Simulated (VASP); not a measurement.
# Al4Si (Aluminum) in VASP: single point with r2SCAN

Aim: the single point of Al4Si (Aluminum) with r2SCAN.

All numbers are computed with VASP 6.6.1; they aren't measurements. Logs are shortened: lines on timing, memory, paths and dates and some standing lists are left out, and cuts for length are marked.

## Step 1: The cell of the first run

The cell holds a slab with vacuum, 5 atoms: a = 2.823 Å, b = 2.823 Å, c = 25.914 Å, α = 90.00°, β = 90.00°, γ = 120.00°.

## Step 2: Single point, r2SCAN

POSCAR reads:

```
Al4Si
1.0
    2.8227746037      0.0000000000      0.0000000000
   -1.4113873019      2.4445945160      0.0000000000
    0.0000000000      0.0000000000     25.9143574381
Al Si
4 1
Direct
    0.6666666667      0.3333333333      0.3280035023
    0.3333333333      0.6666666667      0.4169420692
    0.0000000000      0.0000000000      0.5057392926
    0.6666666667      0.3333333333      0.5939522771
    0.6666666667      0.3333333333      0.6916998080
```

INCAR.step1 reads:

```
SYSTEM = Al4Si
PREC = Accurate
ENCUT = 520
ISMEAR = 0
SIGMA = 0.1
LREAL = .FALSE.
LASPH = .TRUE.
NELM = 100
LDIPOL = .TRUE.
IDIPOL = 3
DIPOL = 0.5 0.5 0.507
NBANDS = 16
GGA = PE
ALGO = Normal
EDIFF = 1E-4
LWAVE = .TRUE.
LCHARG = .FALSE.
```

INCAR.step2 reads:

```
SYSTEM = Al4Si
PREC = Accurate
ENCUT = 520
EDIFF = 1E-6
ISMEAR = 0
SIGMA = 0.1
LREAL = .FALSE.
LASPH = .TRUE.
NELM = 100
ALGO = Normal
ISIF = 2
LWAVE = .FALSE.
LCHARG = .FALSE.
LDIPOL = .TRUE.
IDIPOL = 3
DIPOL = 0.5 0.5 0.507
METAGGA = R2SCAN
LMIXTAU = .TRUE.
NBANDS = 16
ISTART = 1
```

KPOINTS reads:

```
regular mesh
0
G
  12 12 1
  0 0 0
```

Potentials or basis: VASP PAW PBE potentials, release 64 (Al, Si).

On the command line:

```sh
cat potpaw_PBE.64/Al/POTCAR potpaw_PBE.64/Si/POTCAR > POTCAR
cp INCAR.step1 INCAR
mpirun -np 1 vasp_std > vasp.out
cp INCAR.step2 INCAR
mpirun -np 1 vasp_std > vasp.out
```

OUTCAR:

```text
SYSTEM = Al4Si
   PREC = Accurate
   ENCUT = 520
   EDIFF = 1E-6
   ISMEAR = 0
   LREAL = .FALSE.
   LASPH = .TRUE.
   NELM = 100
   ISIF = 2
   METAGGA = R2SCAN
   ISTART = 1

 ion  position               nearest neighbor table
   1  0.667  0.333  0.328-   2 2.82   2 2.82   2 2.82
   2  0.333  0.667  0.417-   3 2.82   3 2.82   3 2.82   1 2.82   1 2.82   1 2.82
   3  0.000  0.000  0.506-   4 2.81   4 2.81   4 2.81   2 2.82   2 2.82   2 2.82
   4  0.667  0.333  0.594-   5 2.53   3 2.81   3 2.81   3 2.81
   5  0.667  0.333  0.692-   4 2.53

  LATTYP: Found a hexagonal cell.
 ALAT       =     2.8227746037
 C/A-ratio  =     9.1804557842

  Lattice vectors:

 A1 = (   2.8227746037,   0.0000000000,   0.0000000000)
 A2 = (  -1.4113873019,   2.4445945160,   0.0000000000)
 A3 = (   0.0000000000,   0.0000000000,  25.9143574381)

Analysis of symmetry for initial positions (statically):
=====================================================================
 Subroutine PRICEL returns:
 Original cell was already a primitive cell.

 Routine SETGRP: Setting up the symmetry group for a
 hexagonal supercell.

 Subroutine GETGRP returns: Found  6 space group operations
 (whereof  6 operations were pure point group operations)
 out of a pool of 24 trial point group operations.

The static configuration has the point symmetry C_3v.

Analysis of symmetry for dynamics (positions and initial velocities):
=====================================================================
 Subroutine PRICEL returns:
 Original cell was already a primitive cell.

 Routine SETGRP: Setting up the symmetry group for a
 hexagonal supercell.

 Subroutine GETGRP returns: Found  6 space group operations
 (whereof  6 operations were pure point group operations)
 out of a pool of 24 trial point group operations.

The dynamic configuration has the point symmetry C_3v.

 Subroutine INISYM returns: Found  6 space group operations
 (whereof  6 operations are pure point group operations),
 and found     1 'primitive' translations

----------------------------------------------------------------------------------------

                                     Primitive cell

  volume of cell :     178.8230

  direct lattice vectors                    reciprocal lattice vectors
     2.822774604  0.000000000  0.000000000     0.354261371  0.204532898  0.000000000
    -1.411387302  2.444594516  0.000000000     0.000000000  0.409065795  0.000000000
     0.000000000  0.000000000 25.914357438     0.000000000  0.000000000  0.038588647

[... 95 lines left out ...]
   NUPDOWN=      -1.0000    fix difference up-down
   EMIN   =  10.00;   EMAX   =-10.00  energy-range for DOS
   EFERMI =   0.00;   METHOD = LEGACY
   ISMEAR =     0;   SIGMA  =   0.10  broadening in eV -4-tet -1-fermi 0-gaus
   EFERMI_NEDOS =   21; number of points for ismear=-14 and -15
   IALGO  =     38    algorithm
   IMIX   =      4    mixing-type and parameters
     AMIX     =   0.40;   BMIX     =  1.00
     AMIX_MAG =   1.60;   BMIX_MAG =  1.00
  volume/ion in A,a.u.               =      35.76       241.35
  Fermi-wavevector in a.u.,A,eV,Ry     =   0.732218  1.383691  7.294669  0.536143
  Thomas-Fermi vector in A             =   1.824627
   LORBIT       =      0    0 simple, 1 ext, 2 COOP (PROOUT), +10 PAW based schemes
   METAGGA = R2SCAN    functional components
   LHFCALC =     F    Hartree Fock is set to
   AEXX    =    0.0000 exact exchange contribution
   IVDW    =     0    specifies the selected vdW correction
   LEPSILON=     F    determine dielectric tensor
   LRPA    =     F    only Hartree local field effects (RPA)
 non-spin polarized calculation
 Gauss-broadening in eV      SIGMA  =   0.10
  energy-cutoff  :      520.00
  volume of cell :      178.82
 maximum number of plane-waves:      4852
 NGX is ok and might be reduce to    24
   NGX = 11   NGY = 11   NGZ = 97

 dipolmoment           0.000000      0.000000     -0.010691 electrons x Angstroem

 number of electron      16.0000000 magnetization

 dipolmoment           0.000000      0.000000      0.019442 electrons x Angstroem

 Free energy of the ion-electron system (eV)
  ---------------------------------------------------
  ext. energy  EPLUGINS =         0.00000000
  ---------------------------------------------------
  free energy    TOTEN  =       -34.13719843 eV

  energy without entropy =      -34.12981561  energy(sigma->0) =      -34.13350702

 E-fermi :   1.3568     XC(G=0):  -5.6197

 val. band max:        1.2415340991   @ k =   0.3333   0.2500   0.0000
 cond. band min:       1.3729940357   @ k =   0.4167   0.1667   0.0000
 fundamental gap:      0.1314599366
 Fermi energy:         1.3568227011

 k-point     1 :       0.0000    0.0000    0.0000
  band No.  band energies     occupation
      1     -10.5912      2.00000
      2     -10.1226      2.00000
      3      -9.0053      2.00000
      4      -7.2435      2.00000
      5      -4.9728      2.00000
      6      -2.9206      2.00000
[... 338 lines left out ...]
      3      -1.9394      2.00000
      4      -1.9085      2.00000
      5      -1.5262      2.00000
      6      -1.3349      2.00000
[... 8 lines left out ...]
     15       3.9443      0.00000
     16       4.7623      0.00000

------------------------ aborting loop because EDIFF is reached ----------------------------------------

 vacuum level on the upper side and lower side of the slab       (xc-potential included)         0.259        -0.238

  FORCE on cell =-STRESS in cart. coord.  units (eV):
  Direction    XX          YY          ZZ          XY          YZ          ZX
  --------------------------------------------------------------------------------------
  -------------------------------------------------------------------------------------
  Total       -1.9402284     -1.9402284     -0.1560352      0.0000000      0.0000000     -0.0000000
  in kB      -17.3836092    -17.3836092     -1.3980080      0.0000000      0.0000000     -0.0000000
  external PRESSURE =     -12.0550755 kB  Pullay stress =       0.0000000 kB

 VOLUME and BASIS-vectors are now :
 -----------------------------------------------------------------------------
  energy-cutoff  :      520.00
  volume of cell :      178.82
      direct lattice vectors                 reciprocal lattice vectors
     2.822774604  0.000000000  0.000000000     0.354261371  0.204532898  0.000000000
    -1.411387302  2.444594516  0.000000000     0.000000000  0.409065795  0.000000000
     0.000000000  0.000000000 25.914357438     0.000000000  0.000000000  0.038588647

 POSITION                                       TOTAL-FORCE (eV/Angst)
 -----------------------------------------------------------------------------------
      1.41139      0.81486      8.50000         0.000000     -0.000000      0.029579
     -0.00000      1.62973     10.80479        -0.000000      0.000000     -0.019568
      0.00000      0.00000     13.10591         0.000000     -0.000000      0.005431
      1.41139      0.81486     15.39189         0.000000     -0.000000     -0.006045
      1.41139      0.81486     17.92496         0.000000     -0.000000     -0.009398
 -----------------------------------------------------------------------------------
    total drift:                               -0.000000     -0.000000      0.001983

  FREE ENERGIE OF THE ION-ELECTRON SYSTEM (eV)
  ---------------------------------------------------
  free  energy   TOTEN  =       -34.1371984322 eV

  energy  without entropy=      -34.1298156135  energy(sigma->0) =      -34.13350702

 vacuum level on the upper side and lower side of the slab         5.973         5.466
```

OUTCAR.step1:

```text
SYSTEM = Al4Si
   PREC = Accurate
   ENCUT = 520
   ISMEAR = 0
   LREAL = .FALSE.
   LASPH = .TRUE.
   NELM = 100
[... 593 lines left out ...]
      1.41139      0.81486     15.39189        -0.000000      0.000000      0.076682
      1.41139      0.81486     17.92496        -0.000000      0.000000      0.054126
 -----------------------------------------------------------------------------------
    total drift:                               -0.000000      0.000000     -0.005411

  FREE ENERGIE OF THE ION-ELECTRON SYSTEM (eV)
  ---------------------------------------------------
  free  energy   TOTEN  =       -19.1120811599 eV

  energy  without entropy=      -19.1058157346  energy(sigma->0) =      -19.10894845

 vacuum level on the upper side and lower side of the slab         5.951         5.502
```

OSZICAR.step1:

```text
N       E                     dE             d eps       ncg     rms          rms(c)
DAV:   1     0.414814145551E+02    0.41481E+02   -0.50532E+03   608   0.732E+02
DAV:   2    -0.173552679645E+02   -0.58837E+02   -0.52387E+02   864   0.118E+02
DAV:   3    -0.197138839200E+02   -0.23586E+01   -0.23327E+01   848   0.248E+01
DAV:   4    -0.198032023655E+02   -0.89318E-01   -0.89295E-01   992   0.568E+00
DAV:   5    -0.198061043014E+02   -0.29019E-02   -0.29018E-02  1008   0.823E-01    0.367E+00
DAV:   6    -0.206794383132E+02   -0.87333E+00   -0.11654E+01   928   0.141E+01    0.389E+00
DAV:   7    -0.208484305447E+02   -0.16899E+00   -0.24674E+01   960   0.164E+01    0.356E+00
DAV:   8    -0.191848474634E+02    0.16636E+01   -0.11096E+01   864   0.120E+01    0.150E+00
DAV:   9    -0.191243318030E+02    0.60516E-01   -0.38443E-01   784   0.262E+00    0.390E-01
DAV:  10    -0.191155828836E+02    0.87489E-02   -0.57210E-02   840   0.111E+00    0.300E-01
DAV:  11    -0.191151481125E+02    0.43477E-03   -0.56036E-03   840   0.402E-01    0.200E-01
DAV:  12    -0.191134552176E+02    0.16929E-02   -0.11592E-03   832   0.148E-01    0.101E-01
DAV:  13    -0.191119910370E+02    0.14642E-02   -0.11575E-03   816   0.132E-01    0.520E-02
DAV:  14    -0.191120811599E+02   -0.90123E-04   -0.12274E-04   720   0.545E-02
   1 F= -.19112081E+02 E0= -.19108948E+02  d E =-.626543E-02
```

Wall time 4.6 min (1 thread of Intel Xeon Platinum 8488C (Sapphire Rapids), shared host); peak memory 0.37 GiB.

Results:

| Item | Value |
| --- | --- |
| Free energy | -34.1372 eV |
| Largest force | 0.030 eV/Å |
| Band gap on the k mesh | zero (band 8 reaches 3.52 eV, above the bottom of band 9 at -0.45 eV) |

Forces in eV/Å, atoms in the order of the input:
```
Al   0.000  0.000  0.030
Al   0.000  0.000 -0.020
Al   0.000  0.000  0.005
Al   0.000  0.000 -0.006
Si   0.000  0.000 -0.009
```

Levels at points of the mesh, in eV from the Fermi level:
```csv
k point,band 6,band 7,band 8,band 9,band 10,band 11
"(0.00, 0.00, 0.00)",-4.28,-1.73,0.92,3.27,4.33,4.60
"(0.50, 0.00, 0.00)",-3.92,-2.57,-1.91,-0.38,0.29,1.40
```

Caveat: the PAW data sets were made with another functional, which shifts forces and pressure a little.
